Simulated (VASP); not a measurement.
# RbCl (Fm-3m) in VASP: elastic constants with PBEsol

Aim: the elastic constants of RbCl with PBEsol.

All numbers are computed with VASP 6.6.1; they aren't measurements. Logs are shortened: lines on timing, memory, paths and dates and some standing lists are left out, and cuts for length are marked.

## Step 1: The cell of the first run

Symmetry: Fm-3m, No. 225, cubic system. Conventional cell: a = 6.548 Å, b = 6.548 Å, c = 6.548 Å, α = 90.00°, β = 90.00°, γ = 90.00°. Rb (site symmetry m-3m) has 6 Cl at 3.27 Å within 4.3 Å. Cl (site symmetry m-3m) has 6 Rb at 3.27 Å within 4.3 Å.

## Step 2: Elastic constants, PBEsol

INCAR reads:

```
PREC = Accurate
ENCUT = 500
EDIFF = 1E-8
ISMEAR = 0
SIGMA = 0.01
LREAL = F
LASPH = T
NELM = 120
ALGO = Normal
ISIF = 3
LWAVE = F
LCHARG = F
GGA = PS
IBRION = 6
NFREE = 2
POTIM = 0.015
NSW = 1
GGA_COMPAT = F
```

KPOINTS reads:

```
Automatic mesh
0
Gamma
  6 6 6
```

POSCAR reads:

```
RbCl
1.0
    0.0000000000      3.2740000000      3.2740000000
    3.2740000000      0.0000000000      3.2740000000
    3.2740000000      3.2740000000      0.0000000000
Rb Cl
1 1
Direct
    0.0000000000      0.0000000000      0.0000000000
    0.5000000000      0.5000000000      0.5000000000
```

Potentials or basis: VASP PAW PBE potentials, release 64 (Rb_sv, Cl).

Run with:

```console
> cat potpaw_PBE.64/Rb_sv/POTCAR potpaw_PBE.64/Cl/POTCAR > POTCAR
> mpirun -np 1 vasp_std > vasp.out
```

OUTCAR:

```text
PREC = Accurate
   ENCUT = 500
   EDIFF = 1E-8
   ISMEAR = 0
   LREAL = F
   LASPH = T
   NELM = 120
   ISIF = 3
   GGA = PS
   IBRION = 6
   NFREE = 2
   POTIM = 0.015
   NSW = 1

 ion  position               nearest neighbor table
   1  0.000  0.000  0.000-   2 3.27   2 3.27   2 3.27   2 3.27   2 3.27   2 3.27
   2  0.500  0.500  0.500-   1 3.27   1 3.27   1 3.27   1 3.27   1 3.27   1 3.27

  LATTYP: Found a face centered cubic cell.
 ALAT       =     6.5480000000

  Lattice vectors:

 A1 = (   0.0000000000,   3.2740000000,   3.2740000000)
 A2 = (   3.2740000000,   0.0000000000,   3.2740000000)
 A3 = (   3.2740000000,   3.2740000000,   0.0000000000)

Analysis of symmetry for initial positions (statically):
=====================================================================
 Subroutine PRICEL returns:
 Original cell was already a primitive cell.

 Routine SETGRP: Setting up the symmetry group for a
 face centered cubic supercell.

 Subroutine GETGRP returns: Found 48 space group operations
 (whereof 48 operations were pure point group operations)
 out of a pool of 48 trial point group operations.

The static configuration has the point symmetry O_h .

Analysis of symmetry for dynamics (positions and initial velocities):
=====================================================================
 Subroutine PRICEL returns:
 Original cell was already a primitive cell.

 Routine SETGRP: Setting up the symmetry group for a
 face centered cubic supercell.

 Subroutine GETGRP returns: Found 48 space group operations
 (whereof 48 operations were pure point group operations)
 out of a pool of 48 trial point group operations.

The dynamic configuration has the point symmetry O_h .

 Subroutine INISYM returns: Found 48 space group operations
 (whereof 48 operations are pure point group operations),
 and found     1 'primitive' translations

----------------------------------------------------------------------------------------

                                     Primitive cell

  volume of cell :      70.1885

  direct lattice vectors                    reciprocal lattice vectors
     0.000000000  3.274000000  3.274000000    -0.152718387  0.152718387  0.152718387
     3.274000000  0.000000000  3.274000000     0.152718387 -0.152718387  0.152718387
     3.274000000  3.274000000  0.000000000     0.152718387  0.152718387 -0.152718387

  length of vectors
     4.630135203  4.630135203  4.630135203     0.264516006  0.264516006  0.264516006

  position of ions in fractional coordinates (direct lattice)
     0.000000000  0.000000000  0.000000000
     0.500000000  0.500000000  0.500000000

  ion indices of the primitive-cell ions
   primitive index   ion index
                 1           1
                 2           2

----------------------------------------------------------------------------------------

 KPOINTS: Automatic mesh

Automatic generation of k-mesh.
 Grid dimensions read from file:
 generate k-points for:    6    6    6

 Generating k-lattice:

  Cartesian coordinates                     Fractional coordinates (reciprocal lattice)
    -0.025453065  0.025453065  0.025453065     0.166666667  0.000000000  0.000000000
     0.025453065 -0.025453065  0.025453065     0.000000000  0.166666667  0.000000000
     0.025453065  0.025453065 -0.025453065     0.000000000  0.000000000  0.166666667

  Length of vectors
     0.044086001  0.044086001  0.044086001

  Shift w.r.t. Gamma in fractional coordinates (k-lattice)
     0.000000000  0.000000000  0.000000000

 Subroutine IBZKPT returns following result:
 ===========================================

 Found     16 irreducible k-points:

 Following reciprocal coordinates:
            Coordinates               Weight
  0.000000  0.000000  0.000000      1.000000
  0.166667  0.000000  0.000000      8.000000
  0.333333  0.000000  0.000000      8.000000
  0.500000  0.000000  0.000000      4.000000
  0.166667  0.166667  0.000000      6.000000
  0.333333  0.166667  0.000000     24.000000
[... 8 lines left out ...]
 -0.333333  0.333333  0.166667     24.000000
 -0.333333  0.500000  0.166667     12.000000
[... 41 lines left out ...]
  Thomas-Fermi vector in A             =   2.132392
   LORBIT       =      0    0 simple, 1 ext, 2 COOP (PROOUT), +10 PAW based schemes
   GGA     = PS    functional components
   LHFCALC =     F    Hartree Fock is set to
   AEXX    =    0.0000 exact exchange contribution
   IVDW    =     0    specifies the selected vdW correction
   LEPSILON=     F    determine dielectric tensor
   LRPA    =     F    only Hartree local field effects (RPA)
 finite differences with symmetry
 non-spin polarized calculation
 Gauss-broadening in eV      SIGMA  =   0.01
  energy-cutoff  :      500.00
  volume of cell :       70.19
 maximum number of plane-waves:      1807
 NGX is ok and might be reduce to    36
   NGX = 17   NGY = 17   NGZ = 17

--------------------------------------- Ionic step        1  -------------------------------------------

 number of electron      16.0000001 magnetization

 Free energy of the ion-electron system (eV)
  ---------------------------------------------------
  ext. energy  EPLUGINS =         0.00000000
  ---------------------------------------------------
  free energy    TOTEN  =        -6.89453405 eV

  energy without entropy =       -6.89453405  energy(sigma->0) =       -6.89453405

------------------------ aborting loop because EDIFF is reached ----------------------------------------

  FORCE on cell =-STRESS in cart. coord.  units (eV):
  Direction    XX          YY          ZZ          XY          YZ          ZX
  --------------------------------------------------------------------------------------
  -------------------------------------------------------------------------------------
  Total       -0.0084700     -0.0084700     -0.0084700      0.0000000     -0.0000000      0.0000000
  in kB       -0.1933434     -0.1933434     -0.1933434      0.0000000     -0.0000000      0.0000000
  external PRESSURE =      -0.1933434 kB  Pullay stress =       0.0000000 kB
[... 89 lines left out ...]
  FREE ENERGIE OF THE ION-ELECTRON SYSTEM (eV)
  ---------------------------------------------------
  free  energy   TOTEN  =        -6.8925870579 eV

  energy  without entropy=       -6.8925870579  energy(sigma->0) =       -6.89258706

[... ionic steps 4 to 14 ...]

--------------------------------------- Ionic step       15  -------------------------------------------

 number of electron      16.0000001 magnetization

------------------------ aborting loop because EDIFF is reached ----------------------------------------
[... 67 lines left out ...]
--------------------------------------- Ionic step       17  -------------------------------------------

 number of electron      16.0000001 magnetization

 Free energy of the ion-electron system (eV)
  ---------------------------------------------------
  ext. energy  EPLUGINS =         0.00000000
  ---------------------------------------------------
  free energy    TOTEN  =        -6.89440056 eV

  energy without entropy =       -6.89440056  energy(sigma->0) =       -6.89440056

 E-fermi :  -1.7964     XC(G=0):  -7.5902

 val. band max:       -1.8944233495   @ k =   0.0000   0.0000   0.0000
 cond. band min:       2.9933320966   @ k =   0.0000   0.0000   0.0000
 fundamental gap:      4.8877554461
 Fermi energy:        -1.7963844987

 k-point     1 :       0.0000    0.0000    0.0000
  band No.  band energies     occupation
      1     -25.7348      2.00000
      2     -13.8773      2.00000
      3      -9.7949      2.00000
      4      -9.7948      2.00000
      5      -9.7948      2.00000
      6      -1.8945      2.00000
      7      -1.8945      2.00000
      8      -1.8944      2.00000
      9       2.9933      0.00000
     10       6.0189      0.00000
     11       6.0190      0.00000
     12       6.0190      0.00000
[... 331 lines left out ...]
 k-point    24 :       0.0000   -0.3333    0.3333
  band No.  band energies     occupation
      1     -25.7133      2.00000
      2     -13.8838      2.00000
      3      -9.9948      2.00000
      4      -9.8470      2.00000
      5      -9.8267      2.00000
      6      -2.4686      2.00000
      7      -2.1889      2.00000
      8      -2.1563      2.00000
      9       5.3723      0.00000
     10       6.3417      0.00000
     11       7.5145      0.00000
     12       7.7715      0.00000

 [... further k-points ...]

------------------------ aborting loop because EDIFF is reached ----------------------------------------

  FORCE on cell =-STRESS in cart. coord.  units (eV):
  Direction    XX          YY          ZZ          XY          YZ          ZX
  --------------------------------------------------------------------------------------
  -------------------------------------------------------------------------------------
  Total       -0.0065601     -0.0088225     -0.0088225      0.0000000      0.0000000     -0.0000000
  in kB       -0.1497465     -0.2013881     -0.2013881      0.0000000      0.0000000     -0.0000000
  external PRESSURE =      -0.1841742 kB  Pullay stress =       0.0000000 kB
[... 17 lines left out ...]
  FREE ENERGIE OF THE ION-ELECTRON SYSTEM (eV)
  ---------------------------------------------------
  free  energy   TOTEN  =        -6.8944005559 eV

  energy  without entropy=       -6.8944005559  energy(sigma->0) =       -6.89440056

 INTERNAL STRAIN TENSORS FROM STRAINED CELLS
 ============================================

 INTERNAL STRAIN TENSOR FOR ION    1 for displacements in x,y,z  (eV/Angst):
          X           Y           Z          XY          YZ          ZX
  --------------------------------------------------------------------------------
  x     0.00000    -0.00000    -0.00000     0.00000    -0.00000     0.00000
  y     0.00000    -0.00000     0.00000     0.00000     0.00000    -0.00000
  z    -0.00000     0.00000    -0.00000    -0.00000     0.00000    -0.00000

 INTERNAL STRAIN TENSORS FROM DISPLACED ATOMS
 ============================================

 INTERNAL STRAIN TENSOR FOR ION    1 for displacements in x,y,z  (eV/Angst):
          X           Y           Z          XY          YZ          ZX
  --------------------------------------------------------------------------------
  x     0.00000     0.00000     0.00000     0.00000     0.00000     0.00000
  y     0.00000     0.00000     0.00000     0.00000     0.00000     0.00000
  z     0.00000     0.00000     0.00000     0.00000     0.00000     0.00000

 INTERNAL STRAIN TENSOR FOR ION    2 for displacements in x,y,z  (eV/Angst):
          X           Y           Z          XY          YZ          ZX
  --------------------------------------------------------------------------------
  x     0.00000     0.00000     0.00000     0.00000     0.00000     0.00000
  y     0.00000     0.00000     0.00000     0.00000     0.00000     0.00000
  z     0.00000     0.00000     0.00000     0.00000     0.00000     0.00000

 Eigenvectors and eigenvalues of the dynamical matrix
 ----------------------------------------------------

   1 f  =    3.401121 THz    21.369874 2PiTHz  113.449187 cm-1    14.065900 meV
             X         Y         Z           dx          dy          dz
      0.000000  0.000000  0.000000     0.000000    0.540633    0.000000
      3.274000  3.274000  3.274000     0.000000   -0.841258    0.000000
[... 21 lines left out ...]
   6 f/i=    0.003390 THz     0.021303 2PiTHz    0.113094 cm-1     0.014022 meV
             X         Y         Z           dx          dy          dz
      0.000000  0.000000  0.000000     0.000000    0.000000    0.841258
      3.274000  3.274000  3.274000     0.000000    0.000000    0.540633

--------------------------------------------------------------------------------------------------------

 ELASTIC MODULI CONTR FROM IONIC RELAXATION (kBar)
 Direction    XX          YY          ZZ          XY          YZ          ZX
 --------------------------------------------------------------------------------
 XX           0.0000      0.0000      0.0000      0.0000      0.0000      0.0000
 YY           0.0000      0.0000      0.0000      0.0000      0.0000      0.0000
 ZZ           0.0000      0.0000      0.0000      0.0000      0.0000      0.0000
 XY           0.0000      0.0000      0.0000      0.0000      0.0000      0.0000
 YZ           0.0000      0.0000      0.0000      0.0000      0.0000      0.0000
 ZX           0.0000      0.0000      0.0000      0.0000      0.0000      0.0000
 --------------------------------------------------------------------------------

 TOTAL ELASTIC MODULI (kBar)
 Direction    XX          YY          ZZ          XY          YZ          ZX
 --------------------------------------------------------------------------------
 XX         393.1626     54.2835     54.2835     -0.0000      0.0000      0.0000
 YY          54.2835    393.1626     54.2835      0.0000     -0.0000      0.0000
 ZZ          54.2835     54.2835    393.1626      0.0000      0.0000      0.0000
 XY          -0.0000      0.0000      0.0000     51.8175      0.0000      0.0000
 YZ           0.0000     -0.0000      0.0000      0.0000     51.8175      0.0000
 ZX           0.0000      0.0000      0.0000      0.0000      0.0000     51.8175
 --------------------------------------------------------------------------------
```

It took 2.9 min on 1 thread of Intel Xeon 6975P-C (Granite Rapids), shared host; peak memory 0.27 GiB.

Results:

- Elastic constants C11, C12, C44: 39, 5, 5 GPa
- Voigt bulk modulus: 17 GPa
- Highest phonon frequency at Γ, LO-TO splitting left out: 113 cm⁻¹

Phonon frequencies in cm⁻¹ (negative: imaginary):
```
              q point        frequencies
(0.000, 0.000, 0.000)  0 0 0 113 113 113
```

Elastic tensor in Voigt notation (GPa, in the Cartesian axes of the cell as first typed):
```
39  5  5  0  0  0
 5 39  5  0  0  0
 5  5 39  0  0  0
 0  0  0  5  0  0
 0  0  0  0  5  0
 0  0  0  0  0  5
```

Clamped-ion elastic tensor (GPa):
```
39  5  5  0  0  0
 5 39  5  0  0  0
 5  5 39  0  0  0
 0  0  0  5  0  0
 0  0  0  0  5  0
 0  0  0  0  0  5
```

Caveat: the PAW data sets were made with another functional, which shifts forces and pressure a little.
